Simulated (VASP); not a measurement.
**TaN: relaxation of cell and atoms with PBEsol**

TaN:

```xyz
6
Lattice="5.1910 0.0000 0.0000 -2.5955 4.4955 0.0000 0.0000 0.0000 2.9080" Properties=species:S:1:pos:R:3 pbc="T T T"
Ta    0.0000    0.0000    0.0000
Ta    0.0000    2.9970    1.4540
Ta    2.5955    1.4985    1.4540
N     2.5955    0.0000    0.0000
N     1.2977    2.2478    0.0000
N    -1.2977    2.2478    0.0000
```

| Item | Value |
| --- | --- |
| Program | VASP 6.6.1 |
| Task | relaxation of cell and atoms |
| Functional | PBEsol |
| Potentials or basis | VASP PAW PBE potentials, release 64 (Ta_pv, N) |
| Cutoff | 600 eV |
| k mesh | 5 × 5 × 8 |
| Occupations | fermi-dirac, width 0.05 eV |
| Spin | no spin polarisation |
| Dipole correction | no |
| Further INCAR settings | ALGO = Normal; EDIFF = 1e-06; IBRION = 2; EDIFFG = -0.01; NSW = 50; ISIF = 3 |

```
Relaxed volume                         : 11.38 Å³/atom
Relaxed cell                           : a = 5.205 Å, b = 5.205 Å, c = 2.909 Å, α = 90.00°, β = 90.00°, γ = 120.00°
Space group after relaxing (to 0.05 Å) : P6/mmm (No. 191)
Energy gained by relaxing              : 0.4 meV/atom
Ionic steps                            : 4
Pressure after relaxing                : 0.0 GPa
Band gap on the k mesh                 : zero (band 24 reaches 8.84 eV, above the bottom of band 25 at 6.70 eV)
```

Stress tensor (GPa, compression positive):
```
-0.02  0.00  0.00
 0.00 -0.02  0.00
 0.00  0.00  0.06
```

The path:
```csv
step,energy change (eV),largest force (eV/Å),pressure (GPa),volume (Å³)
1,0.0000,0.0000,1.72,67.86
2,0.0080,0.0000,-3.84,69.06
3,-0.0020,0.0000,0.00,68.23
4,-0.0021,0.0000,0.00,68.26
```

Final structure:
```yaml
crystal:
  lattice:
    - [5.20514, 0.00000, 0.00000]
    - [-2.60257, 4.50778, 0.00000]
    - [0.00000, 0.00000, 2.90926]
  atoms:
    - { symbol: Ta, position: [0.00000, 0.00000, 0.00000] }
    - { symbol: Ta, position: [0.33333, 0.66667, 0.50000] }
    - { symbol: Ta, position: [0.66667, 0.33333, 0.50000] }
    - { symbol: N, position: [0.50000, 0.00000, 0.00000] }
    - { symbol: N, position: [0.50000, 0.50000, 0.00000] }
    - { symbol: N, position: [0.00000, 0.50000, 0.00000] }
```

Levels at points of the mesh, in eV from the Fermi level:
| k point | band 20 | band 21 | band 22 | band 23 | band 24 | band 25 | band 26 | band 27 | band 28 |
| --- | --- | --- | --- | --- | --- | --- | --- | --- | --- |
| (0.00, 0.00, 0.00) | -3.03 | -3.03 | -2.50 | -2.11 | -1.29 | -1.29 | 0.79 | 0.79 | 1.15 |
| (0.00, 0.00, 0.50) | -3.73 | -3.12 | -3.12 | -1.92 | 0.85 | 0.85 | 1.49 | 1.69 | 2.48 |

Wall time 110 s on 1 thread of Intel(R) Xeon(R) Platinum 8375C CPU @ 2.90GHz (Ice Lake), on a shared host, peak memory 0.23 GiB.

Caveat: the PAW data sets were made with another functional, which shifts forces and pressure a little; spin-orbit coupling is left out, which moves the levels of the heavy elements. Zero-point motion and thermal expansion aren't in these numbers.
